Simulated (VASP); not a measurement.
# MgO (Fm-3m) in VASP: single point with PBE

Aim: the single point of MgO with PBE.

All numbers are computed with VASP 6.6.1; they aren't measurements. Logs are shortened: lines on timing, memory, paths and dates and some standing lists are left out, and cuts for length are marked.

## Step 1: The cell of the first run

The structure is cubic, space group Fm-3m (No. 225). Conventional cell: a = 4.215 Å, b = 4.215 Å, c = 4.215 Å, α = 90.00°, β = 90.00°, γ = 90.00°. Mg (site symmetry m-3m) has 6 O at 2.11 Å within 2.8 Å. Within 2.8 Å of O (site symmetry m-3m) lie 6 Mg at 2.11 Å.

## Step 2: Single point, PBE

POSCAR reads:

```
MgO
1.0
    0.0000000000      2.1076747249      2.1076747249
    2.1076747249      0.0000000000      2.1076747249
    2.1076747249      2.1076747249      0.0000000000
Mg O
1 1
Direct
    0.0000000000      0.0000000000      0.0000000000
    0.5000000000      0.5000000000      0.5000000000
```

INCAR.step1 reads:

```
SYSTEM = MgO
  PREC = Accurate
  ENCUT = 520
  EDIFF = 1E-6
  ISMEAR = 0
  SIGMA = 0.02
  LREAL = .FALSE.
  LASPH = .TRUE.
  NELM = 120
  ALGO = Normal
  ISIF = 2
  LWAVE = .FALSE.
  LCHARG = .TRUE.
  GGA = PE
  NBANDS = 11
  GGA_COMPAT = .FALSE.
  NEDOS = 2001
  LORBIT = 11
```

KPOINTS.step1 reads:

```
Automatic mesh
0
G
  10 10 10
  0 0 0
```

INCAR.step2 reads:

```
SYSTEM = MgO
  PREC = Accurate
  ENCUT = 520
  EDIFF = 1E-6
  ISMEAR = -5
  SIGMA = 0.02
  LREAL = .FALSE.
  LASPH = .TRUE.
  NELM = 120
  ALGO = Normal
  ISIF = 2
  LWAVE = .FALSE.
  LCHARG = .FALSE.
  GGA = PE
  LORBIT = 10
  NBANDS = 11
  NEDOS = 1001
  ICHARG = 11
  GGA_COMPAT = .FALSE.
```

KPOINTS.step2 reads:

```
Automatic mesh
0
G
  15 15 15
  0 0 0
```

Potentials or basis: VASP PAW PBE potentials, release 64 (Mg, O).

Launch:

```
cat potpaw_PBE.64/Mg/POTCAR potpaw_PBE.64/O/POTCAR > POTCAR
cp INCAR.step1 INCAR
cp KPOINTS.step1 KPOINTS
mpirun -np 1 vasp_std > vasp.out
cp INCAR.step2 INCAR
cp KPOINTS.step2 KPOINTS
mpirun -np 1 vasp_std > vasp.out
```

OUTCAR:

```text
SYSTEM = MgO
   PREC = Accurate
   ENCUT = 520
   EDIFF = 1E-6
   ISMEAR = -5
   LREAL = .FALSE.
   LASPH = .TRUE.
   NELM = 120
   ISIF = 2
   GGA = PE
   LORBIT = 10
   ICHARG = 11

 ion  position               nearest neighbor table
   1  0.000  0.000  0.000-   2 2.11   2 2.11   2 2.11   2 2.11   2 2.11   2 2.11
   2  0.500  0.500  0.500-   1 2.11   1 2.11   1 2.11   1 2.11   1 2.11   1 2.11

  LATTYP: Found a face centered cubic cell.
 ALAT       =     4.2153494498

  Lattice vectors:

 A1 = (   0.0000000000,   2.1076747249,   2.1076747249)
 A2 = (   2.1076747249,   0.0000000000,   2.1076747249)
 A3 = (   2.1076747249,   2.1076747249,   0.0000000000)

Analysis of symmetry for initial positions (statically):
=====================================================================
 Subroutine PRICEL returns:
 Original cell was already a primitive cell.

 Routine SETGRP: Setting up the symmetry group for a
 face centered cubic supercell.

 Subroutine GETGRP returns: Found 48 space group operations
 (whereof 48 operations were pure point group operations)
 out of a pool of 48 trial point group operations.

The static configuration has the point symmetry O_h .

Analysis of symmetry for dynamics (positions and initial velocities):
=====================================================================
 Subroutine PRICEL returns:
 Original cell was already a primitive cell.

 Routine SETGRP: Setting up the symmetry group for a
 face centered cubic supercell.

 Subroutine GETGRP returns: Found 48 space group operations
 (whereof 48 operations were pure point group operations)
 out of a pool of 48 trial point group operations.

The dynamic configuration has the point symmetry O_h .

 Subroutine INISYM returns: Found 48 space group operations
 (whereof 48 operations are pure point group operations),
 and found     1 'primitive' translations

----------------------------------------------------------------------------------------

                                     Primitive cell

  volume of cell :      18.7258

  direct lattice vectors                    reciprocal lattice vectors
     0.000000000  2.107674725  2.107674725    -0.237228256  0.237228256  0.237228256
     2.107674725  0.000000000  2.107674725     0.237228256 -0.237228256  0.237228256
     2.107674725  2.107674725  0.000000000     0.237228256  0.237228256 -0.237228256

  length of vectors
     2.980702181  2.980702181  2.980702181     0.410891393  0.410891393  0.410891393

  position of ions in fractional coordinates (direct lattice)
     0.000000000  0.000000000  0.000000000
     0.500000000  0.500000000  0.500000000

  ion indices of the primitive-cell ions
   primitive index   ion index
                 1           1
                 2           2

----------------------------------------------------------------------------------------

 KPOINTS: Automatic mesh

Automatic generation of k-mesh.
 Grid dimensions read from file:
 generate k-points for:   15   15   15

 Generating k-lattice:

  Cartesian coordinates                     Fractional coordinates (reciprocal lattice)
    -0.015815217  0.015815217  0.015815217     0.066666667  0.000000000  0.000000000
     0.015815217 -0.015815217  0.015815217     0.000000000  0.066666667  0.000000000
     0.015815217  0.015815217 -0.015815217     0.000000000  0.000000000  0.066666667

  Length of vectors
     0.027392760  0.027392760  0.027392760

  Shift w.r.t. Gamma in fractional coordinates (k-lattice)
     0.000000000  0.000000000  0.000000000

 TETIRR: Found    484 inequivalent tetrahedra from    20250

 Subroutine IBZKPT returns following result:
 ===========================================

 Found    120 irreducible k-points:

 Following reciprocal coordinates:
            Coordinates               Weight
  0.000000  0.000000  0.000000      1.000000
  0.066667  0.000000  0.000000      8.000000
  0.133333  0.000000  0.000000      8.000000
  0.200000  0.000000  0.000000      8.000000
  0.266667  0.000000  0.000000      8.000000
  0.333333  0.000000  0.000000      8.000000
[... 16 lines left out ...]
  0.133333  0.133333  0.000000      6.000000
  0.200000  0.133333  0.000000     24.000000
 [... further k-points ...]
   k-points           NKPTS =    120   k-points in BZ     NKDIM =    120   number of bands    NBANDS=     11
   number of dos      NEDOS =   1001   number of ions     NIONS =      2
   total plane-waves  NPLWV =  13824
   dimension x,y,z NGX =    24 NGY =   24 NGZ =   24
   dimension x,y,z NGXF=    48 NGYF=   48 NGZF=   48
   ions per type =               1   1
   NGX,Y,Z   is equivalent  to a cutoff of  13.39, 13.39, 13.39 a.u.
   NGXF,Y,Z  is equivalent  to a cutoff of  26.77, 26.77, 26.77 a.u.
 SYSTEM =  MgO
   PREC   = accura    normal or accurate (medium, high low for compatibility)
   ISTART =      0    job   : 0-new  1-cont  2-samecut
   ICHARG =     11    charge: 1-file 2-atom 10-const
   ISPIN  =      1    spin polarized calculation?
   LNONCOLLINEAR =      F non collinear calculations
   LSORBIT =      F    spin-orbit coupling
   LASPH  =      T    aspherical Exc in radial PAW
   ENCUT  =  520.0 eV  38.22 Ry    6.18 a.u.   5.54  5.54  5.54*2*pi/ulx,y,z
   NELM   =    120;   NELMIN=  2; NELMDL=  0     # of ELM steps
   EDIFF  = 0.1E-05   stopping-criterion for ELM
   LREAL  =      F    real-space projection
   EDIFFG = 0.1E-04   stopping-criterion for IOM
   NSW    =      0    number of steps for IOM
   IBRION =     -1    ionic relax: 0-MD 1-quasi-New 2-CG
   NFREE  =      0    steps in history (QN), initial steepest desc. (CG)
   ISIF   =      2    stress and relaxation
   ISYM   =      2    0-nonsym 1-usesym 2-fastsym
   POTIM  = 0.5000    time-step for ionic-motion
   TEBEG  =    0.0;   TEEND  =   0.0 temperature during run
   PSTRESS=    0.0 pullay stress
   NELECT =       8.0000    total number of electrons
   NUPDOWN=      -1.0000    fix difference up-down
   EMIN   =  10.00;   EMAX   =-10.00  energy-range for DOS
   EFERMI =   0.00;   METHOD = LEGACY
   ISMEAR =    -5;   SIGMA  =   0.02  broadening in eV -4-tet -1-fermi 0-gaus
   EFERMI_NEDOS =   21; number of points for ismear=-14 and -15
   IALGO  =     38    algorithm
   IMIX   =      4    mixing-type and parameters
     AMIX     =   0.40;   BMIX     =  1.00
     AMIX_MAG =   1.60;   BMIX_MAG =  1.00
  volume/ion in A,a.u.               =       9.36        63.18
  Fermi-wavevector in a.u.,A,eV,Ry     =   1.232985  2.330004 20.684295  1.520253
  Thomas-Fermi vector in A             =   2.367734
   LORBIT       =     10    0 simple, 1 ext, 2 COOP (PROOUT), +10 PAW based schemes
   GGA     = PE    functional components
   LHFCALC =     F    Hartree Fock is set to
   AEXX    =    0.0000 exact exchange contribution
   IVDW    =     0    specifies the selected vdW correction
   LEPSILON=     F    determine dielectric tensor
   LRPA    =     F    only Hartree local field effects (RPA)
 non-spin polarized calculation
 Fermi weights with tetrahedron method with Bloechl corrections
  energy-cutoff  :      520.00
  volume of cell :       18.73
 maximum number of plane-waves:       531
 NGX is ok and might be reduce to    24

 number of electron       8.0000005 magnetization

 Free energy of the ion-electron system (eV)
  ---------------------------------------------------
  ext. energy  EPLUGINS =         0.00000000
  ---------------------------------------------------
  free energy    TOTEN  =       -11.90664587 eV

  energy without entropy =      -11.90664587  energy(sigma->0) =      -11.90664587

 E-fermi :   3.1724     XC(G=0): -11.0676

 val. band max:        3.1692959904   @ k =   0.0000   0.0000   0.0000
 cond. band min:       7.8730571298   @ k =   0.0000   0.0000   0.0000
 fundamental gap:      4.7037611394
 Fermi energy:         3.1723502207

 k-point     1 :       0.0000    0.0000    0.0000
  band No.  band energies     occupation
      1     -14.0822      2.00000
      2       3.1693      2.00000
      3       3.1693      2.00000
      4       3.1693      2.00000
      5       7.8731      0.00000
      6      18.9560      0.00000
      7      18.9560      0.00000
      8      18.9560      0.00000
      9      22.8665      0.00000
     10      24.6375      0.00000
     11      24.6375      0.00000

 k-point     2 :       0.0667    0.0000    0.0000
  band No.  band energies     occupation
      1     -14.0349      2.00000
      2       2.8571      2.00000
      3       3.1387      2.00000
      4       3.1387      2.00000
      5       8.1763      0.00000
      6      18.2803      0.00000
      7      19.0666      0.00000
      8      19.0666      0.00000
      9      23.7557      0.00000
     10      24.2407      0.00000
     11      24.2407      0.00000

 k-point     3 :       0.1333    0.0000    0.0000
  band No.  band energies     occupation
      1     -13.8978      2.00000
      2       2.1091      2.00000
      3       3.0536      2.00000
      4       3.0536      2.00000
      5       8.8877      0.00000
      6      17.1396      0.00000
      7      19.3555      0.00000
      8      19.3555      0.00000
      9      23.5930      0.00000
     10      23.5930      0.00000
     11      25.1491      0.00000

 k-point     4 :       0.2000    0.0000    0.0000
  band No.  band energies     occupation
      1     -13.6874      2.00000
      2       1.1995      2.00000
      3       2.9316      2.00000
      4       2.9316      2.00000
      5       9.6988      0.00000
      6      16.1942      0.00000
      7      19.6760      0.00000
      8      19.6760      0.00000
      9      23.2143      0.00000
     10      23.2143      0.00000
     11      25.3967      0.00000

 k-point     5 :       0.2667    0.0000    0.0000
  band No.  band energies     occupation
      1     -13.4306      2.00000
      2       0.2962      2.00000
      3       2.7964      2.00000
      4       2.7964      2.00000
      5      10.3872      0.00000
      6      15.6281      0.00000
      7      19.8120      0.00000
      8      19.8120      0.00000
      9      23.3727      0.00000
     10      23.3727      0.00000
     11      25.0097      0.00000
[... 211 lines left out ...]
 k-point    21 :      -0.1333    0.0667    0.0000
  band No.  band energies     occupation
      1     -13.7968      2.00000
      2       1.7124      2.00000
      3       2.8666      2.00000
      4       3.0378      2.00000
      5       9.3463      0.00000
      6      16.5759      0.00000
      7      19.4098      0.00000
      8      19.6285      0.00000
      9      22.6370      0.00000
     10      23.9195      0.00000
     11      25.8838      0.00000

 k-point    22 :      -0.0667    0.0667    0.0000
  band No.  band energies     occupation
      1     -13.9578      2.00000
      2       2.4501      2.00000
      3       3.0238      2.00000
      4       3.1166      2.00000
      5       8.6089      0.00000
      6      17.5385      0.00000
      7      19.2133      0.00000
      8      19.2535      0.00000
      9      23.3750      0.00000
     10      24.2393      0.00000
     11      24.8035      0.00000

 k-point    23 :       0.1333    0.1333    0.0000
  band No.  band energies     occupation
      1     -13.8396      2.00000
      2       2.0273      2.00000
      3       2.9089      2.00000
      4       2.9089      2.00000
      5       9.2182      0.00000
      6      16.5897      0.00000
      7      19.5342      0.00000
      8      19.5342      0.00000
      9      21.7411      0.00000
     10      25.1824      0.00000
     11      26.4307      0.00000

 k-point    24 :       0.2000    0.1333    0.0000
  band No.  band energies     occupation
      1     -13.6869      2.00000
      2       1.4480      2.00000
      3       2.7790      2.00000
      4       2.7850      2.00000
      5       9.8666      0.00000
      6      15.8409      0.00000
      7      19.7232      0.00000
      8      19.8242      0.00000
      9      21.0237      0.00000
     10      25.2047      0.00000
     11      27.3945      0.00000

 [... further k-points ...]

------------------------ aborting loop because EDIFF is reached ----------------------------------------

  FORCE on cell =-STRESS in cart. coord.  units (eV):
  Direction    XX          YY          ZZ          XY          YZ          ZX
  --------------------------------------------------------------------------------------
  -------------------------------------------------------------------------------------
  Total        0.4172500      0.4172500      0.4172500      0.0000000      0.0000000      0.0000000
  in kB       35.6998279     35.6998279     35.6998279      0.0000000      0.0000000      0.0000000
  external PRESSURE =      35.6998279 kB  Pullay stress =       0.0000000 kB

 VOLUME and BASIS-vectors are now :
 -----------------------------------------------------------------------------
  energy-cutoff  :      520.00
  volume of cell :       18.73
      direct lattice vectors                 reciprocal lattice vectors
     0.000000000  2.107674725  2.107674725    -0.237228256  0.237228256  0.237228256
     2.107674725  0.000000000  2.107674725     0.237228256 -0.237228256  0.237228256
     2.107674725  2.107674725  0.000000000     0.237228256  0.237228256 -0.237228256

 POSITION                                       TOTAL-FORCE (eV/Angst)
 -----------------------------------------------------------------------------------
      0.00000      0.00000      0.00000        -0.000000     -0.000000     -0.000000
      2.10767      2.10767      2.10767         0.000000      0.000000      0.000000
 -----------------------------------------------------------------------------------
    total drift:                               -0.000000     -0.000000      0.000000

  FREE ENERGIE OF THE ION-ELECTRON SYSTEM (eV)
  ---------------------------------------------------
  free  energy   TOTEN  =       -11.9066458735 eV

  energy  without entropy=      -11.9066458735  energy(sigma->0) =      -11.90664587

 total charge

# of ion       s       p       d       tot
------------------------------------------
    1        0.148   0.178   0.079   0.405
    2        1.542   3.559   0.000   5.102
--------------------------------------------------
tot          1.690   3.738   0.079   5.507
```

Run time: 24 s. Hardware: 1 thread of AMD EPYC 7R43 (Zen 3), shared host; peak memory 0.11 GiB.

What came out:

```
Valence electrons inside the program's atomic spheres : Mg 0.41; O 5.10
```

Levels at points of the mesh, in eV from the valence-band top:
```tsv
k point	band 1	band 2	band 3	band 4	band 5	band 6	band 7	band 8
(0.00, 0.00, 0.00)	-17.25	0.00	0.00	0.00	4.70	15.79	15.79	15.79
```
